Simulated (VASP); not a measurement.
Here is a VASP 6.6.1 calculation.

File INCAR:

```
  ALGO = Normal
  EDIFF = 1E-6
  ENCUT = 520
  GGA = PS
  ISIF = 2
  ISMEAR = 0
  LASPH = True
  LCHARG = False
  LREAL = Auto
  LWAVE = False
  NBANDS = 107
  NELM = 100
  PREC = Accurate
  SIGMA = 0.15
```

File KPOINTS:

```
k-points
0
Gamma
  4 4 1
```

Contents of POSCAR:

```
HfW8C8Cl4
1.0
    5.7250800000      0.0000000000      0.0000000000
   -2.8625400000      4.9580650000      0.0000000000
    0.0000000000      0.0000000000     17.2106650000
W C Hf Cl
8 8 1 4
Direct
    0.0000000000      0.0000000000      0.0581035073
    0.0000882181      0.0000262199      0.2242195755
    0.0000000504      0.5000001008      0.0581035073
    0.0000924881      0.5000462882      0.2243016757
    0.5000000000      0.0000000000      0.0581035073
    0.5000638487      0.0000183539      0.2243039418
    0.5000000504      0.5000001008      0.0581035073
    0.5000696584      0.5000418510      0.2243408375
    0.3333915261      0.1667142323      0.1347677153
    0.3332196128      0.1665024561      0.2895931099
    0.3333576138      0.6666701627      0.1347884582
    0.3333678037      0.6667935979      0.2896480758
    0.8333545925      0.1666843819      0.1347660302
    0.8335720380      0.1667245185      0.2896685282
    0.8333266585      0.6666382954      0.1347694584
    0.8337060599      0.6669775406      0.2896219873
    0.0369894425      1.1695534447      0.5813375602
    0.4735211954      1.2535523435      0.5828609760
    0.1213675392      1.6062772473      0.5806901128
   -0.1786164395      0.9486870382      0.4695116081
   -0.1776108713      0.9564221123      0.6945265625
```

Potentials or basis: VASP PAW PBE potentials, release 64 (W_sv, C, Hf_pv, Cl).

Command:

```sh
$ cat potpaw_PBE.64/W_sv/POTCAR potpaw_PBE.64/C/POTCAR potpaw_PBE.64/Hf_pv/POTCAR potpaw_PBE.64/Cl/POTCAR > POTCAR
$ mpirun -np 1 vasp_std > vasp.out
```

(1) What does it give for the largest force?

(2) Predict the band gap on the k mesh.

## Answers

(1) 0.107 eV/Å.

(2) zero (bands 91 and 92 overlap by 0.70 eV).

Caveat: the PAW data sets were made with another functional, which shifts forces and pressure a little; spin-orbit coupling is left out, which moves the levels of the heavy elements.
